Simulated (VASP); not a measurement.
# GaN (hb.eA) (Cmc2_1) in VASP: single point with PBE

Aim: the single point of GaN (hb.eA) with PBE.

All numbers are computed with VASP 6.6.1; they aren't measurements. Logs are shortened: lines on timing, memory, paths and dates and some standing lists are left out, and cuts for length are marked.

### Step 1. The cell of the first run

It takes space group Cmc2_1 (No. 36, orthorhombic). The conventional cell has a = 3.105 Å, b = 5.706 Å, c = 5.051 Å, α = 90.00°, β = 90.00°, γ = 90.00°. Ga (site symmetry m) has 4 N at 1.93 to 1.95 Å within 2.6 Å. Within 2.6 Å of N (site symmetry m) lie 4 Ga at 1.93 to 1.95 Å.

### Step 2. Single point, PBE

INCAR reads:

```
SYSTEM = GaN
ALGO = Normal ; EDIFF = 1E-7
ENCUT = 520 ; GGA = PE
ISIF = 2 ; ISMEAR = 0
LASPH = .TRUE. ; LCHARG = .TRUE.
LELF = .TRUE. ; LREAL = .FALSE.
LVHAR = .TRUE. ; LWAVE = .FALSE.
NBANDS = 46 ; NELM = 100
PREC = Accurate ; SIGMA = 0.02
```

KPOINTS reads:

```
k-points
0
G
  10 6 6
  0 0 0
```

POSCAR reads:

```
GaN
1.0
    3.1048667987      0.0000000000      0.0000000000
    0.0000000000      5.0514917509      0.0000000000
    0.0000000000      0.0000000000      5.7063010533
Ga N
4 4
Direct
    0.5000000000      0.0027758486     -0.0017639822
    1.0000000000      0.5027758486      0.1684225322
    1.0000000000      0.0027758486      0.4982360178
    0.5000000000      0.5027758486      0.6684225322
    0.5000000000      0.6202241514     -0.0057628546
    1.0000000000      0.1202241514      0.1724214046
    1.0000000000      0.6202241514      0.4942371454
    0.5000000000      0.1202241514      0.6724214046
```

Potentials or basis: VASP PAW PBE potentials, release 64 (Ga_d, N).

The run is started by

```console
$ cat potpaw_PBE.64/Ga_d/POTCAR potpaw_PBE.64/N/POTCAR > POTCAR
$ mpirun -np 1 vasp_std > vasp.out
```

OUTCAR:

```text
SYSTEM = GaN
   EDIFF = 1E-7
   ENCUT = 520
   GGA = PE
   ISIF = 2
   ISMEAR = 0
   LASPH = .TRUE.
   LREAL = .FALSE.
   NELM = 100
   PREC = Accurate

 ion  position               nearest neighbor table
   1  0.500  0.003  0.998-   5 1.93   6 1.94   6 1.94   8 1.95
   2  0.000  0.503  0.168-   6 1.93   5 1.94   5 1.94   7 1.95
   3  0.000  0.003  0.498-   7 1.93   8 1.94   8 1.94   6 1.95
   4  0.500  0.503  0.668-   8 1.93   7 1.94   7 1.94   5 1.95
   5  0.500  0.620  0.994-   1 1.93   2 1.94   2 1.94   4 1.95
   6  0.000  0.120  0.172-   2 1.93   1 1.94   1 1.94   3 1.95
   7  0.000  0.620  0.494-   3 1.93   4 1.94   4 1.94   2 1.95
   8  0.500  0.120  0.672-   4 1.93   3 1.94   3 1.94   1 1.95

  LATTYP: Found a simple orthorhombic cell.
 ALAT       =     3.1048667987
 B/A-ratio  =     1.6269592477
 C/A-ratio  =     1.8378569592

  Lattice vectors:

 A1 = (   3.1048667987,   0.0000000000,   0.0000000000)
 A2 = (   0.0000000000,   5.0514917509,   0.0000000000)
 A3 = (   0.0000000000,   0.0000000000,   5.7063010533)

Analysis of symmetry for initial positions (statically):
=====================================================================
 Subroutine PRICEL returns following result:

  LATTYP: Found a base centered orthorhombic cell.
 ALAT       =     3.1048667987
 B/A-ratio  =     1.8378569592
 C/A-ratio  =     1.6269592477

  Lattice vectors:

 A1 = (   1.5524333994,   0.0000000000,   2.8531505266)
 A2 = (   1.5524333994,   0.0000000000,  -2.8531505266)
 A3 = (   0.0000000000,   5.0514917509,   0.0000000000)

   2 primitive cells build up your supercell.

 Routine SETGRP: Setting up the symmetry group for a
 simple orthorhombic supercell.

 Subroutine GETGRP returns: Found  4 space group operations
 (whereof  2 operations were pure point group operations)
 out of a pool of  8 trial point group operations.

The static configuration has the point symmetry C_1h.
 The point group associated with its full space group is C_2v.

Analysis of symmetry for dynamics (positions and initial velocities):
=====================================================================
 Subroutine PRICEL returns following result:

  LATTYP: Found a base centered orthorhombic cell.
 ALAT       =     3.1048667987
 B/A-ratio  =     1.8378569592
[... 118 lines left out ...]
   LSORBIT =      F    spin-orbit coupling
   LASPH  =      T    aspherical Exc in radial PAW
   ENCUT  =  520.0 eV  38.22 Ry    6.18 a.u.   5.77  9.39 10.61*2*pi/ulx,y,z
   NELM   =    100;   NELMIN=  2; NELMDL= -5     # of ELM steps
   EDIFF  = 0.1E-06   stopping-criterion for ELM
   LREAL  =      F    real-space projection
   EDIFFG = 0.1E-05   stopping-criterion for IOM
   NSW    =      0    number of steps for IOM
   IBRION =     -1    ionic relax: 0-MD 1-quasi-New 2-CG
   NFREE  =      0    steps in history (QN), initial steepest desc. (CG)
   ISIF   =      2    stress and relaxation
   ISYM   =      2    0-nonsym 1-usesym 2-fastsym
   POTIM  = 0.5000    time-step for ionic-motion
   TEBEG  =    0.0;   TEEND  =   0.0 temperature during run
   PSTRESS=    0.0 pullay stress
   NELECT =      72.0000    total number of electrons
   NUPDOWN=      -1.0000    fix difference up-down
   EMIN   =  10.00;   EMAX   =-10.00  energy-range for DOS
   EFERMI =   0.00;   METHOD = LEGACY
   ISMEAR =     0;   SIGMA  =   0.02  broadening in eV -4-tet -1-fermi 0-gaus
   EFERMI_NEDOS =   21; number of points for ismear=-14 and -15
   IALGO  =     38    algorithm
   IMIX   =      4    mixing-type and parameters
     AMIX     =   0.40;   BMIX     =  1.00
     AMIX_MAG =   1.60;   BMIX_MAG =  1.00
  volume/ion in A,a.u.               =      11.19        75.50
  Fermi-wavevector in a.u.,A,eV,Ry     =   1.522579  2.877258 31.541671  2.318247
  Thomas-Fermi vector in A             =   2.631139
   LORBIT       =      0    0 simple, 1 ext, 2 COOP (PROOUT), +10 PAW based schemes
   GGA     = PE    functional components
   LHFCALC =     F    Hartree Fock is set to
   AEXX    =    0.0000 exact exchange contribution
   IVDW    =     0    specifies the selected vdW correction
   LEPSILON=     F    determine dielectric tensor
   LRPA    =     F    only Hartree local field effects (RPA)
 non-spin polarized calculation
 Gauss-broadening in eV      SIGMA  =   0.02
  energy-cutoff  :      520.00
  volume of cell :       89.50
 maximum number of plane-waves:      2438
 NGX is ok and might be reduce to    24
   NGX = 11   NGY = 19   NGZ = 21

 number of electron      72.0000007 magnetization

 Free energy of the ion-electron system (eV)
  ---------------------------------------------------
  ext. energy  EPLUGINS =         0.00000000
  ---------------------------------------------------
  free energy    TOTEN  =       -48.36216067 eV

  energy without entropy =      -48.36216067  energy(sigma->0) =      -48.36216067

 E-fermi :   5.7678     XC(G=0): -11.7829

 val. band max:        5.6780297883   @ k =   0.0000   0.0000   0.0000
 cond. band min:       7.5969042396   @ k =   0.0000   0.0000   0.0000
 fundamental gap:      1.9188744513
 Fermi energy:         5.7678114010

 k-point     1 :       0.0000    0.0000    0.0000
  band No.  band energies     occupation
      1     -10.6048      2.00000
      2      -9.6516      2.00000
      3      -9.6066      2.00000
      4      -9.4427      2.00000
      5      -7.9216      2.00000
      6      -7.9092      2.00000
[... 1165 lines left out ...]
     45      14.6031      0.00000
     46      14.6031      0.00000

 [... further k-points ...]
[... 5 lines left out ...]
  --------------------------------------------------------------------------------------
  -------------------------------------------------------------------------------------
  Total        7.3541466      8.3938758     -0.0579591      0.0000000      0.0000000      0.0000000
  in kB      131.6514253    150.2643015     -1.0375644      0.0000000      0.0000000      0.0000000
  external PRESSURE =      93.6260541 kB  Pullay stress =       0.0000000 kB

 VOLUME and BASIS-vectors are now :
 -----------------------------------------------------------------------------
  energy-cutoff  :      520.00
  volume of cell :       89.50
      direct lattice vectors                 reciprocal lattice vectors
     3.104866799  0.000000000  0.000000000     0.322075008  0.000000000  0.000000000
     0.000000000  5.051491751  0.000000000     0.000000000  0.197961325  0.000000000
     0.000000000  0.000000000  5.706301053     0.000000000  0.000000000  0.175244872

 POSITION                                       TOTAL-FORCE (eV/Angst)
 -----------------------------------------------------------------------------------
      1.55243      0.01402      5.69624        -0.000000     -0.002784      0.001984
      0.00000      2.53977      0.96107        -0.000000     -0.002784     -0.001984
      0.00000      0.01402      2.84308        -0.000000     -0.002784      0.001984
      1.55243      2.53977      3.81422        -0.000000     -0.002784     -0.001984
      1.55243      3.13306      5.67342         0.000000      0.002784      0.001761
      0.00000      0.60731      0.98389         0.000000      0.002784     -0.001761
      0.00000      3.13306      2.82027         0.000000      0.002784      0.001761
      1.55243      0.60731      3.83704         0.000000      0.002784     -0.001761
 -----------------------------------------------------------------------------------
    total drift:                                0.000000     -0.001500      0.000044

  FREE ENERGIE OF THE ION-ELECTRON SYSTEM (eV)
  ---------------------------------------------------
  free  energy   TOTEN  =       -48.3621606674 eV

  energy  without entropy=      -48.3621606674  energy(sigma->0) =      -48.36216067
```

Wall time 5.4 min (1 thread of Intel Xeon Platinum 8259CL at 2.50GHz (Skylake/Cascade Lake), shared host); peak memory 0.4 GiB.

Results:

| Item | Value |
| --- | --- |
| Free energy | -48.3622 eV |
| Pressure | 9.4 GPa |
| Largest force | 0.003 eV/Å |
| Band gap on the k mesh | 1.92 eV |

Forces in eV/Å, atoms in the order of the input:
```
Ga   0.000 -0.003  0.002
Ga   0.000 -0.003 -0.002
Ga   0.000 -0.003  0.002
Ga   0.000 -0.003 -0.002
N    0.000  0.003  0.002
N    0.000  0.003 -0.002
N    0.000  0.003  0.002
N    0.000  0.003 -0.002
```

Levels at points of the mesh, in eV from the valence-band top:
| k point | band 33 | band 34 | band 35 | band 36 | band 37 | band 38 | band 39 | band 40 |
| --- | --- | --- | --- | --- | --- | --- | --- | --- |
| (0.00, 0.00, 0.00) | -0.84 | -0.37 | -0.05 | 0.00 | 1.92 | 3.81 | 5.50 | 6.06 |
| (0.50, 0.00, 0.00) | -2.32 | -2.32 | -2.02 | -2.02 | 5.80 | 5.80 | 6.67 | 6.67 |
| (0.00, 0.50, 0.00) | -1.01 | -1.01 | -0.53 | -0.53 | 4.08 | 4.08 | 4.59 | 4.59 |
| (0.50, 0.50, 0.00) | -1.60 | -1.60 | -1.60 | -1.60 | 5.87 | 5.87 | 5.87 | 5.87 |
| (0.00, 0.00, 0.50) | -0.87 | -0.87 | -0.41 | -0.41 | 4.40 | 4.40 | 6.11 | 6.11 |
| (0.50, 0.00, 0.50) | -2.24 | -2.24 | -1.33 | -1.33 | 4.40 | 4.40 | 5.28 | 5.28 |
| (0.00, 0.50, 0.50) | -1.21 | -1.21 | -1.21 | -1.21 | 5.36 | 5.36 | 5.36 | 5.36 |
| (0.50, 0.50, 0.50) | -1.88 | -1.88 | -1.88 | -1.88 | 4.28 | 4.28 | 4.28 | 4.28 |
